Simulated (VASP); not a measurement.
Here is a VASP 6.6.1 calculation.

File POSCAR:

```
Se
1.0
    4.3551700000      0.0000000000      0.0000000000
   -2.1775850000      3.7716878578      0.0000000000
    0.0000000000      0.0000000000      4.9494500000
Se
3
Direct
    0.7830000000      0.7830000000      0.5000000000
    0.0000000000      0.2170000000      0.8333333333
    0.2170000000      0.0000000000      0.1666666667
```

Contents of INCAR.step1:

```
PREC = Accurate
ENCUT = 520
EDIFF = 1E-5
ISMEAR = -1
SIGMA = 0.05
LREAL = F
LASPH = T
NELM = 100
ALGO = Normal
ISIF = 2
LWAVE = T
GGA = PE
NBANDS = 16
```

The input INCAR.step2:

```
PREC = Accurate
ENCUT = 520
EDIFF = 1E-7
ISMEAR = -1
SIGMA = 0.05
LREAL = F
LASPH = T
NELM = 100
ALGO = Normal
ISIF = 2
LWAVE = F
LCHARG = T
GGA = PE
LHFCALC = T
AEXX = 0.25
HFSCREEN = 0.15
PRECFOCK = Normal
LELF = T
LVHAR = T
ISTART = 1
NBANDS = 16
```

File KPOINTS:

```
regular mesh
0
Gamma
  4 4 3
```

Potentials or basis: VASP PAW PBE potentials, release 64 (Se).

The run is started by

```console
$ cat potpaw_PBE.64/Se/POTCAR > POTCAR
$ cp INCAR.step1 INCAR
$ mpirun -np 1 vasp_std > vasp.out
$ cp INCAR.step2 INCAR
$ mpirun -np 1 vasp_std > vasp.out
```

Q: Estimate the pressure.

A: 3.2 GPa.

Q: Predict the band gap on the k mesh.

A: 2.75 eV (least direct gap 3.00 eV).

Q: Estimate the largest force.

A: 0.545 eV/Å.

Stress tensor (GPa, compression positive):
```
3.29 0.00 0.00
0.00 3.29 0.00
0.00 0.00 3.11
```

Caveat: the k points lie up to 0.42 Å⁻¹ apart; the PAW data sets were made with another functional, which shifts forces and pressure a little; an odd mesh through Γ misses points on the zone boundary, where band edges can lie.
